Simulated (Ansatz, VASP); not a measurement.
# HfN in VASP and in Ansatz

Contents of INCAR:

```
SYSTEM = HfN
ALGO = Normal
EDIFF = 1E-8
ENCUT = 520
ISIF = 2
ISMEAR = -1
LASPH = .True.
LCHARG = .False.
LEFG = .True.
LREAL = .False.
LWAVE = .False.
NBANDS = 14
NELM = 80
PREC = Accurate
SIGMA = 0.03
```

The input KPOINTS:

```
k-points
0
Gamma
  10 10 10
  0 0 0
```

The input POSCAR:

```
HfN
1.0
    0.0000000000      2.2887270932      2.2887270932
    2.2887270932      0.0000000000      2.2887270932
    2.2887270932      2.2887270932      0.0000000000
Hf N
1 1
Direct
    0.0000000000      0.0000000000      0.0000000000
    0.5000000000      0.5000000000      0.5000000000
```

Input for Ansatz:

```yaml
crystal:
  lattice:
    - [0.0, 2.2887270932, 2.2887270932]
    - [2.2887270932, 0.0, 2.2887270932]
    - [2.2887270932, 2.2887270932, 0.0]
  atoms:
    - { symbol: Hf, position: [0.0, 0.0, 0.0] }
    - { symbol: "N", position: [0.5, 0.5, 0.5] }
kpoints:
  mp_grid: { grid: [10, 10, 10] }
scf:
  occupations: { method: fermi_dirac, width: 0.03 }
hamiltonian:
  xc: lda
  pseudopotentials: { kind: paw }
output:
  forces: true
  stress: true
  eigenvalues: true
  efg: { contact_densities: true }
```

Change from the starting cell: volume scaled by 1.04, PAW files.

Alike in both runs: task electric field gradients; functional LDA; k mesh 10 × 10 × 10; occupations fermi-dirac, width 0.03 eV; no spin polarisation.

```csv
,VASP,Ansatz
version,VASP 6.6.1,Ansatz 0.2.0
potentials or method,"VASP PAW LDA potentials, release 64 (Hf_pv, N)","PAW with Ansatz's default frozen-core files, scalar-relativistic"
plane-wave cutoff (eV),520,420
valence electrons in the cell,15,31
```

|  | VASP | Ansatz | Ansatz less VASP |
| --- | --- | --- | --- |
| pressure (GPa) | -20.0 | -18.7 | +1.24 |

LDA's correlation is that of Perdew and Zunger in VASP and of Perdew and Wang (1992) in Ansatz. VASP's potentials hold 15 valence electrons a cell and Ansatz's 31, so a difference there can come from the potentials and not from the codes.

Neither program's run includes spin-orbit coupling.
